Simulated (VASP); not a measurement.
The system is Sc.

```
Sc
1.0
     3.20196    0.00000    0.00000
     1.50211    2.84414    0.00000
     1.54899    0.92645    2.67418
Sc
1
Direct
  0.00000 0.00000 0.00000
```

* Program: VASP 6.6.1
* Task: relaxation of cell and atoms
* Functional: BLYP
* Potentials or basis: VASP PAW PBE potentials, release 64 (Sc_sv)
* Cutoff: 600 eV
* k mesh: 10 × 10 × 10
* Occupations: fermi-dirac, width 0.05 eV
* Spin: no spin polarisation

At the start: pressure 1.4 GPa; volume 24.35 Å³/atom.

Problem. How do energy, volume and symmetry change on relaxing?

Solution. Over 7 steps the energy falls by 7.3 meV/atom and the volume is 25.00 Å³/atom (+2.7 %); space group Fm-3m (No. 225, to 0.05 Å).

The path:
```
step  energy change (eV)  largest force (eV/Å)  pressure (GPa)  volume (Å³)
   1              0.0000                0.0000            1.37        24.35
   2             -0.0057                0.0000           -0.19        25.09
   3             -0.0058                0.0000           -0.41        25.21
   4             -0.0070                0.0000           -0.17        25.09
   5             -0.0072                0.0000            0.01        24.99
   6             -0.0072                0.0000            0.00        25.00
   7             -0.0073                0.0000            0.00        25.00
```

Final structure:
```yaml
crystal:
  lattice:
    - [3.27894, 0.05221, 0.02022]
    - [1.58456, 2.87051, 0.02577]
    - [1.61831, 0.96767, 2.69484]
  atoms:
    - { symbol: Sc, position: [0.00000, 0.00000, 0.00000] }
```

Caveat: the PAW data sets were made with another functional, which shifts forces and pressure a little.
